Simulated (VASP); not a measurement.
A run of VASP 6.6.1 is set up as follows.

File INCAR:

```
SYSTEM = TaAsS
ALGO     = Normal         ! electronic algorithm
DIPOL    = 0.5 0.5 0.498
EDIFF    = 1E-6           ! SCF threshold, eV
ENCUT    = 520            ! plane-wave cutoff, eV
GGA      = PE             ! functional
IDIPOL   = 3            
ISIF     = 2              ! what is computed and relaxed
ISMEAR   = 0              ! smearing method
ISPIN    = 2              ! spin polarisation
LASPH    = .TRUE.         ! aspherical terms in the spheres
LCHARG   = .TRUE.         ! write CHGCAR
LDIPOL   = .TRUE.       
LELF     = .TRUE.         ! ELF
LMAXMIX  = 4              ! l up to which the mixer works
LORBIT   = 11             ! projections on sites
LREAL    = .FALSE.        ! projectors in reciprocal space
LVACPOTAV= .TRUE.       
LVHAR    = .TRUE.       
LWAVE    = .FALSE.        ! write WAVECAR
MAGMOM   = 1 0 0          ! initial moments
NBANDS   = 22             ! bands
NELM     = 150            ! most SCF steps
PREC     = Accurate       ! precision mode
SIGMA    = 0.1            ! smearing width, eV
```

File KPOINTS:

```
k-points
0
G
  6 6 1
  0 0 0
```

Contents of POSCAR:

```
TaAsS
1.0
    3.3523448300      0.0000000000      0.0000000000
   -1.6761724100      2.9032164500      0.0000000000
    0.0000000000      0.0000000000     18.0000000000
Ta As S
1 1 1
Direct
    0.0000000000      0.0000000000      0.4953333300
    0.6666666700      0.3333333300      0.5890017100
    0.3333333300      0.6666666700      0.4109982900
```

Potentials or basis: VASP PAW PBE potentials, release 64 (Ta_pv, As, S).

Command:

```sh
$ cat potpaw_PBE.64/Ta_pv/POTCAR potpaw_PBE.64/As/POTCAR potpaw_PBE.64/S/POTCAR > POTCAR
$ mpirun -np 1 vasp_std > vasp.out
```

Q: Predict the band gap on the k mesh.

A: Zero (filled and empty bands overlap).

Q: Predict the largest force.

A: 1.754 eV/Å.

Q: Estimate the net moment.

A: 0.00 μB per cell.

Forces in eV/Å, atoms in the order of the input:
```
Ta   0.000  0.000 -1.416
As   0.000  0.000  1.754
S    0.000  0.000 -0.339
```

Caveat: the k points lie up to 0.36 Å⁻¹ apart; spin-orbit coupling is left out, which moves the levels of the heavy elements.
